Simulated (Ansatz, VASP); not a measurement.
**Be in VASP and in Ansatz**

INCAR

```
SYSTEM = Be
PREC = Accurate ; ENCUT = 520
EDIFF = 1E-6 ; ISMEAR = -1
SIGMA = 0.1 ; LREAL = .False.
LASPH = .True. ; NELM = 80
ALGO = Normal ; ISIF = 2
LWAVE = .False. ; LCHARG = .False.
GGA = PS ; NBANDS = 7
```

File KPOINTS:

```
Automatic mesh
0
Gamma
  23 23 23
  0 0 0
```

Contents of POSCAR:

```
Be
1.0
   -0.9894501814      0.9894501814      0.9894501814
    0.9894501814     -0.9894501814      0.9894501814
    0.9894501814      0.9894501814     -0.9894501814
Be
1
Direct
    0.0000000000      0.0000000000      0.0000000000
```

Input for Ansatz:

```yaml
crystal:
  lattice:
    - [-0.9894501814, 0.9894501814, 0.9894501814]
    - [0.9894501814, -0.9894501814, 0.9894501814]
    - [0.9894501814, 0.9894501814, -0.9894501814]
  atoms:
    - { symbol: Be, position: [0.0, 0.0, 0.0] }
kpoints:
  mp_grid: { grid: [23, 23, 23] }
scf:
  occupations: { method: fermi_dirac, width: 0.1 }
hamiltonian:
  xc: pbesol
  pseudopotentials: { kind: paw }
output:
  forces: true
  stress: true
  eigenvalues: true
  populations: true
```

Change from the starting cell: volume scaled by 0.5, PAW files.

Alike in both runs: task single point; functional PBEsol; k mesh 23 × 23 × 23; occupations fermi-dirac, width 0.1 eV; no spin polarisation.

|  | VASP | Ansatz |
| --- | --- | --- |
| version | VASP 6.6.1 | Ansatz 0.2.0 |
| potentials or method | VASP PAW PBE potentials, release 64 (Be) | PAW with Ansatz's default frozen-core files, scalar-relativistic |
| plane-wave cutoff (eV) | 520 | 420 |
| valence electrons in the cell | 2 | 2 |

VASP gave:

```
pressure (GPa) : 274.6
```

Problem. Which values does Ansatz return?

Solution. Pressure (GPa): 271.8.

VASP's potentials were made for PBE, not for PBEsol. Both programs put the cell under a high pressure, so it lies far from rest at this level. With one functional, cell and mesh, what is left measures potentials, basis and numerics.

Noted on VASP's run: the cell as given lies far from equilibrium.
